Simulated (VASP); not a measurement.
Set up this calculation in VASP 6.6.1, as the native input.

| Item | Value |
| --- | --- |
| Task | relaxation of the atoms |
| Functional | PBE |
| Potentials or basis | VASP PAW PBE potentials, release 64 (Nb_sv, N) |
| Cutoff | 520 eV |
| k mesh | 13 × 13 × 1 |
| Occupations | fermi-dirac, width 0.1 eV |
| Spin | no spin polarisation |
| Dipole correction | yes |
| Further INCAR settings | ALGO = Normal; EDIFF = 1e-07; NELMDL = -8; IBRION = 2; EDIFFG = -0.01; NSW = 60 |

The structure of NbN lies in POSCAR:

```
NbN
1.0
    3.1267856452      0.0000000000      0.0000000000
    0.0000000000      3.1267856452      0.0000000000
    0.0000000000      0.0000000000     20.4219000000
Nb N
3 3
Direct
    0.2500000000      0.2500000000      0.3917352777
    0.7500000000      0.7500000000      0.5000000000
    0.2500000000      0.2500000000      0.6082647223
    0.7500000000      0.7500000000      0.3917352777
    0.2500000000      0.2500000000      0.5000000000
    0.7500000000      0.7500000000      0.6082647223
```

The input as run:

INCAR

```
SYSTEM = NbN
ALGO = Normal ; DIPOL = 0.5 0.5 0.500
EDIFF = 1E-7 ; EDIFFG = -0.01
ENCUT = 520 ; GGA = PE
GGA_COMPAT = .FALSE. ; IBRION = 2
IDIPOL = 3 ; ISIF = 2
ISMEAR = -1 ; KPAR = 4
LASPH = .TRUE. ; LCHARG = .FALSE.
LDIPOL = .TRUE. ; LREAL = .FALSE.
LWAVE = .FALSE. ; NELM = 120
NELMDL = -8 ; NELMIN = 4
NSW = 60 ; PREC = Accurate
SIGMA = 0.1
```

KPOINTS

```
k-points
0
G
  13 13 1
  0 0 0
```

Potentials or basis: VASP PAW PBE potentials, release 64 (Nb_sv, N).

The run is started by

```bash
$ cat potpaw_PBE.64/Nb_sv/POTCAR potpaw_PBE.64/N/POTCAR > POTCAR
$ mpirun -np 4 vasp_std > vasp.out
```

It gave:

```yaml
Energy_gained_by_relaxing: 69.9 meV/atom
Ionic_steps: 9
Band_gap_on_the_k_mesh: zero (bands 27 and 28 overlap by 2.18 eV)
```

Run time: 5.7 min on 4 MPI ranks on Intel(R) Xeon(R) Platinum 8488C (Sapphire Rapids), on a shared host, peak memory 0.37 GiB a rank.
